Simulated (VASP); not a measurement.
Wanted: the native input for a VASP 6.6.1 run.

```
Task                   : single point
Functional             : PBE
Potentials or basis    : VASP PAW PBE potentials, release 64 (Mn_sv)
Cutoff                 : 680 eV
k mesh                 : 6 × 6 × 4
Occupations            : gaussian, width 0.1 eV
Spin                   : no spin polarisation
Dipole correction      : no
Further INCAR settings : ALGO = Normal; EDIFF = 1e-06; NBANDS = 38
```

The structure of Mn lies in POSCAR:

```
Mn
1.0
    3.7200960862      0.0000000000      0.0000000000
   -1.8600480431      3.2216977151      0.0000000000
    0.0000000000      0.0000000000      4.3123258494
Mn
4
Direct
    0.0000000000      0.0000000000      0.2500000000
    0.0000000000      0.0000000000      0.7500000000
    0.3333333333      0.6666666667      0.7500000000
    0.6666666667      0.3333333333      0.2500000000
```

This isn't the form of Mn at room conditions, which is a 58-atom cubic cell.

The input as run:

INCAR

```
SYSTEM = Mn
PREC = Accurate
ENCUT = 680
EDIFF = 1E-6
ISMEAR = 0
SIGMA = 0.1
LREAL = .FALSE.
LASPH = .TRUE.
NELM = 120
ALGO = Normal
ISIF = 2
LWAVE = .FALSE.
LCHARG = .TRUE.
GGA = PE
LELF = .TRUE.
LVHAR = .TRUE.
NBANDS = 38
GGA_COMPAT = .FALSE.
```

KPOINTS

```
regular mesh
0
G
  6 6 4
  0 0 0
```

Potentials or basis: VASP PAW PBE potentials, release 64 (Mn_sv).

Run with:

```console
$ cat potpaw_PBE.64/Mn_sv/POTCAR > POTCAR
$ mpirun -np 1 vasp_std > vasp.out
```

It gave:

```json
{"Pressure": "-1.3 GPa", "Band gap on the k mesh": "zero (bands 30 and 31 overlap by 0.99 eV)"}
```

Caveat: the k points lie up to 0.36 Å⁻¹ apart, too coarse for converged energies and pressures of a metal; the run has no spin polarisation, though such a crystal can be magnetic.

Run time: 70 s on 1 thread of AMD EPYC 7R13 Processor (Zen 3), on a shared host, peak memory 0.18 GiB.
